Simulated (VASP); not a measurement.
# WSe2 (WSe2 (P6_3/mmc)) in VASP: single point with PBE

Aim: the single point of WSe2 (WSe2 (P6_3/mmc)) with PBE.

Everything below comes from runs of VASP 6.6.1. Logs are shortened: lines on timing, memory, paths and dates and some standing lists are left out, and cuts for length are marked.

### 1 The cell of the first run

The typed cell holds 6 atoms: a = 3.250 Å, b = 3.250 Å, c = 12.826 Å, α = 90.00°, β = 90.00°, γ = 120.00°.

### 2 Single point, PBE

Input file INCAR:

```
  PREC = Accurate
  ENCUT = 500
  EDIFF = 1E-6
  ISMEAR = -1
  SIGMA = 0.01
  LREAL = False
  LASPH = True
  NELM = 120
  ALGO = Normal
  ISIF = 2
  LWAVE = False
  LCHARG = False
  GGA = PE
  NBANDS = 35
  GGA_COMPAT = False
```

Input file KPOINTS:

```
Automatic mesh
0
Gamma
  3 3 1
  0.25 0.25 0.25
```

Input file POSCAR:

```
WSe2
1.0
    3.2499273800      0.0000000287      0.0000000000
   -1.6249637149      2.8145196590      0.0000000000
    0.0000000000      0.0000000000     12.8261208300
W Se
2 4
Direct
    0.6659679266      0.3340320734      0.7500000000
    0.3340320734      0.6659679266      0.2500000000
    0.3338371764      0.6659531388      0.8825710130
    0.6659531388      0.3338371764      0.3825710130
    0.3340468612      0.6661628236      0.6174289870
    0.6661628236      0.3340468612      0.1174289870
```

Potentials or basis: VASP PAW PBE potentials, release 64 (W_sv, Se).

Command:

```sh
> cat potpaw_PBE.64/W_sv/POTCAR potpaw_PBE.64/Se/POTCAR > POTCAR
> mpirun -np 1 vasp_std > vasp.out
```

OUTCAR:

```text
PREC = Accurate
   ENCUT = 500
   EDIFF = 1E-6
   ISMEAR = -1
   LREAL = False
   LASPH = True
   NELM = 120
   ISIF = 2
   GGA = PE

 ion  position               nearest neighbor table
   1  0.666  0.334  0.750-   3 2.53   5 2.53   3 2.53   5 2.53   5 2.54   3 2.54
   2  0.334  0.666  0.250-   6 2.53   4 2.53   6 2.53   4 2.53   4 2.54   6 2.54
   3  0.334  0.666  0.883-   1 2.53   1 2.53   1 2.54
   4  0.666  0.334  0.383-   2 2.53   2 2.53   2 2.54
   5  0.334  0.666  0.617-   1 2.53   1 2.53   1 2.54
   6  0.666  0.334  0.117-   2 2.53   2 2.53   2 2.54

  LATTYP: Found a hexagonal cell.
 ALAT       =     3.2499273800
 C/A-ratio  =     3.9465869019

  Lattice vectors:

 A1 = (   3.2499273800,   0.0000000287,   0.0000000000)
 A2 = (  -1.6249637149,   2.8145196590,   0.0000000000)
 A3 = (   0.0000000000,   0.0000000000,  12.8261208300)

Analysis of symmetry for initial positions (statically):
=====================================================================
 Subroutine PRICEL returns:
 Original cell was already a primitive cell.

 Routine SETGRP: Setting up the symmetry group for a
 hexagonal supercell.

 Subroutine GETGRP returns: Found  4 space group operations
 (whereof  2 operations were pure point group operations)
 out of a pool of 24 trial point group operations.

The static configuration has the point symmetry S_2 .
 The point group associated with its full space group is C_2h.

Analysis of symmetry for dynamics (positions and initial velocities):
=====================================================================
 Subroutine PRICEL returns:
 Original cell was already a primitive cell.

 Routine SETGRP: Setting up the symmetry group for a
 hexagonal supercell.

 Subroutine GETGRP returns: Found  4 space group operations
 (whereof  2 operations were pure point group operations)
 out of a pool of 24 trial point group operations.

The dynamic configuration has the point symmetry S_2 .
 The point group associated with its full space group is C_2h.

 Subroutine INISYM returns: Found  4 space group operations
 (whereof  2 operations are pure point group operations),
 and found     1 'primitive' translations

----------------------------------------------------------------------------------------

                                     Primitive cell

  volume of cell :     117.3203

  direct lattice vectors                    reciprocal lattice vectors
     3.249927380  0.000000029  0.000000000     0.307699182  0.177650209  0.000000000
    -1.624963715  2.814519659  0.000000000    -0.000000003  0.355300412  0.000000000
     0.000000000  0.000000000 12.826120830     0.000000000  0.000000000  0.077965896

  length of vectors
     3.249927380  3.249927382 12.826120830     0.355300412  0.355300412  0.077965896

  position of ions in fractional coordinates (direct lattice)
     0.665967927  0.334032073  0.750000000
     0.334032073  0.665967927  0.250000000
     0.333837176  0.665953139  0.882571013
     0.665953139  0.333837176  0.382571013
     0.334046861  0.666162824  0.617428987
     0.666162824  0.334046861  0.117428987

  ion indices of the primitive-cell ions
   primitive index   ion index
                 1           1
                 2           2
                 3           3
                 4           4
                 5           5
                 6           6

----------------------------------------------------------------------------------------

 KPOINTS: Automatic mesh

Automatic generation of k-mesh.
 Grid dimensions read from file:
 generate k-points for:    3    3    1

 Generating k-lattice:

  Cartesian coordinates                     Fractional coordinates (reciprocal lattice)
     0.102566394  0.059216736  0.000000000     0.333333333 -0.000000000  0.000000000
    -0.000000001  0.118433471  0.000000000     0.000000000  0.333333333  0.000000000
     0.000000000  0.000000000  0.077965896     0.000000000  0.000000000  1.000000000

  Length of vectors
     0.118433471  0.118433471  0.077965896

  Shift w.r.t. Gamma in fractional coordinates (k-lattice)
     0.250000000  0.250000000  0.250000000

 Subroutine IBZKPT returns following result:
 ===========================================

 Found     30 irreducible k-points:

 Following reciprocal coordinates:
            Coordinates               Weight
  0.083333  0.083333  0.250000      2.000000
 -0.083333  0.166667  0.250000      4.000000
 -0.166667  0.083333  0.250000      4.000000
 -0.083333 -0.083333  0.250000      2.000000
  0.416667  0.083333  0.250000      4.000000
 -0.083333  0.500000  0.250000      4.000000
[... 16 lines left out ...]
 -0.166667 -0.250000  0.250000      4.000000
  0.250000 -0.416667  0.250000      4.000000
 [... further k-points ...]
   k-points           NKPTS =     30   k-points in BZ     NKDIM =     30   number of bands    NBANDS=     35
   number of dos      NEDOS =    301   number of ions     NIONS =      6
   total plane-waves  NPLWV =  55296
   dimension x,y,z NGX =    24 NGY =   24 NGZ =   96
   dimension x,y,z NGXF=    48 NGYF=   48 NGZF=  192
   ions per type =               2   4
   NGX,Y,Z   is equivalent  to a cutoff of  12.28, 12.28, 12.44 a.u.
   NGXF,Y,Z  is equivalent  to a cutoff of  24.55, 24.55, 24.89 a.u.
 SYSTEM =  unknown system
   PREC   = accura    normal or accurate (medium, high low for compatibility)
   ISTART =      0    job   : 0-new  1-cont  2-samecut
   ICHARG =      2    charge: 1-file 2-atom 10-const
   ISPIN  =      1    spin polarized calculation?
   LNONCOLLINEAR =      F non collinear calculations
   LSORBIT =      F    spin-orbit coupling
   LASPH  =      T    aspherical Exc in radial PAW
   ENCUT  =  500.0 eV  36.75 Ry    6.06 a.u.   5.93  5.93 23.38*2*pi/ulx,y,z
   NELM   =    120;   NELMIN=  2; NELMDL= -5     # of ELM steps
   EDIFF  = 0.1E-05   stopping-criterion for ELM
   LREAL  =      F    real-space projection
   EDIFFG = 0.1E-04   stopping-criterion for IOM
   NSW    =      0    number of steps for IOM
   IBRION =     -1    ionic relax: 0-MD 1-quasi-New 2-CG
   NFREE  =      0    steps in history (QN), initial steepest desc. (CG)
   ISIF   =      2    stress and relaxation
   ISYM   =      2    0-nonsym 1-usesym 2-fastsym
   POTIM  = 0.5000    time-step for ionic-motion
   TEBEG  =    0.0;   TEEND  =   0.0 temperature during run
   PSTRESS=    0.0 pullay stress
   NELECT =      52.0000    total number of electrons
   NUPDOWN=      -1.0000    fix difference up-down
   EMIN   =  10.00;   EMAX   =-10.00  energy-range for DOS
   EFERMI =   0.00;   METHOD = LEGACY
   ISMEAR =    -1;   SIGMA  =   0.01  broadening in eV -4-tet -1-fermi 0-gaus
   EFERMI_NEDOS =   21; number of points for ismear=-14 and -15
   IALGO  =     38    algorithm
   IMIX   =      4    mixing-type and parameters
     AMIX     =   0.40;   BMIX     =  1.00
     AMIX_MAG =   1.60;   BMIX_MAG =  1.00
  volume/ion in A,a.u.               =      19.55       131.95
  Fermi-wavevector in a.u.,A,eV,Ry     =   1.248202  2.358760 21.197987  1.558008
  Thomas-Fermi vector in A             =   2.382299
   LORBIT       =      0    0 simple, 1 ext, 2 COOP (PROOUT), +10 PAW based schemes
   GGA     = PE    functional components
   LHFCALC =     F    Hartree Fock is set to
   AEXX    =    0.0000 exact exchange contribution
   IVDW    =     0    specifies the selected vdW correction
   LEPSILON=     F    determine dielectric tensor
   LRPA    =     F    only Hartree local field effects (RPA)
 non-spin polarized calculation
  energy-cutoff  :      500.00
  volume of cell :      117.32
 maximum number of plane-waves:      2991
   NGX = 11   NGY = 11   NGZ = 47

 number of electron      51.9999999 magnetization

 Free energy of the ion-electron system (eV)
  ---------------------------------------------------
  ext. energy  EPLUGINS =         0.00000000
  ---------------------------------------------------
  free energy    TOTEN  =       -43.05355618 eV

  energy without entropy =      -43.05355618  energy(sigma->0) =      -43.05355618

 E-fermi :   6.4853     XC(G=0): -10.9830

 val. band max:        6.0951703525   @ k =  -0.0833  -0.0833   0.2500
 cond. band min:       7.7532376098   @ k =   0.1667   0.2500   0.2500
 fundamental gap:      1.6580672573
 Fermi energy:         6.4852816642

 k-point     1 :       0.0833    0.0833    0.2500
  band No.  band energies     occupation
      1     -67.6726      2.00000
      2     -67.6726      2.00000
      3     -31.9165      2.00000
      4     -31.9165      2.00000
      5     -31.8286      2.00000
      6     -31.8286      2.00000
[... 27 lines left out ...]
     34      10.0288      0.00000
     35      12.8595      0.00000

 k-point     2 :      -0.0833    0.1667    0.2500
  band No.  band energies     occupation
      1     -67.6726      2.00000
      2     -67.6726      2.00000
      3     -31.9164      2.00000
      4     -31.9164      2.00000
      5     -31.8300      2.00000
      6     -31.8300      2.00000
[... 27 lines left out ...]
     34       9.9949      0.00000
     35      12.8549      0.00000

 k-point     3 :      -0.1667    0.0833    0.2500
  band No.  band energies     occupation
      1     -67.6726      2.00000
      2     -67.6726      2.00000
      3     -31.9164      2.00000
      4     -31.9164      2.00000
      5     -31.8300      2.00000
      6     -31.8300      2.00000
[... 27 lines left out ...]
     34       9.9948      0.00000
     35      12.8552      0.00000
[... 723 lines left out ...]
 k-point    23 :      -0.1667   -0.2500    0.2500
  band No.  band energies     occupation
      1     -67.6646      2.00000
      2     -67.6646      2.00000
      3     -31.9748      2.00000
      4     -31.9748      2.00000
      5     -31.8837      2.00000
      6     -31.8837      2.00000
[... 27 lines left out ...]
     34      11.2320      0.00000
     35      12.5526      0.00000

 k-point    24 :       0.2500   -0.4167    0.2500
  band No.  band energies     occupation
      1     -67.6646      2.00000
      2     -67.6646      2.00000
      3     -31.9767      2.00000
      4     -31.9767      2.00000
      5     -31.8835      2.00000
      6     -31.8835      2.00000
[... 27 lines left out ...]
     34      11.2732      0.00000
     35      12.5407      0.00000

 [... further k-points ...]

------------------------ aborting loop because EDIFF is reached ----------------------------------------

  FORCE on cell =-STRESS in cart. coord.  units (eV):
  Direction    XX          YY          ZZ          XY          YZ          ZX
  --------------------------------------------------------------------------------------
  -------------------------------------------------------------------------------------
  Total        4.3078769      4.1967184      3.2467524     -0.0962661      0.0157424      0.0090889
  in kB       58.8302361     57.3122078     44.3390596     -1.3146511      0.2149855      0.1241224
  external PRESSURE =      53.4938345 kB  Pullay stress =       0.0000000 kB

 VOLUME and BASIS-vectors are now :
 -----------------------------------------------------------------------------
  energy-cutoff  :      500.00
  volume of cell :      117.32
      direct lattice vectors                 reciprocal lattice vectors
     3.249927380  0.000000029  0.000000000     0.307699182  0.177650209  0.000000000
    -1.624963715  2.814519659  0.000000000    -0.000000003  0.355300412  0.000000000
     0.000000000  0.000000000 12.826120830     0.000000000  0.000000000  0.077965896

 POSITION                                       TOTAL-FORCE (eV/Angst)
 -----------------------------------------------------------------------------------
      1.62156      0.94014      9.61959         0.113864     -0.065739      0.000000
      0.00341      1.87438      3.20653        -0.113864      0.065739     -0.000000
      0.00280      1.87434     11.31996        -0.055551      0.035419      0.075401
      1.62183      0.93959      4.90690         0.058449     -0.030399      0.075401
      0.00314      1.87493      7.91922        -0.058449      0.030399     -0.075401
      1.62217      0.94018      1.50616         0.055551     -0.035419     -0.075401
 -----------------------------------------------------------------------------------
    total drift:                                0.000000     -0.000000      0.000000

  FREE ENERGIE OF THE ION-ELECTRON SYSTEM (eV)
  ---------------------------------------------------
  free  energy   TOTEN  =       -43.0535561822 eV

  energy  without entropy=      -43.0535561822  energy(sigma->0) =      -43.05355618
```

Wall time 3.4 min (1 thread of AMD EPYC 7R13, shared host); peak memory 0.24 GiB.

Results:

| Item | Value |
| --- | --- |
| Free energy | -43.0536 eV |
| Pressure | 5.3 GPa |
| Largest force | 0.131 eV/Å |
| Band gap on the k mesh | 1.66 eV, indirect (least direct gap 2.05 eV) |

Forces on the atoms (eV/Å):
```
W    0.114 -0.066  0.000
W   -0.114  0.066  0.000
Se  -0.056  0.035  0.075
Se   0.058 -0.030  0.075
Se  -0.058  0.030 -0.075
Se   0.056 -0.035 -0.075
```

Caveat: the k points lie up to 0.74 Å⁻¹ apart; spin-orbit coupling is left out, which moves the levels of the heavy elements. A k mesh can miss the band edges.
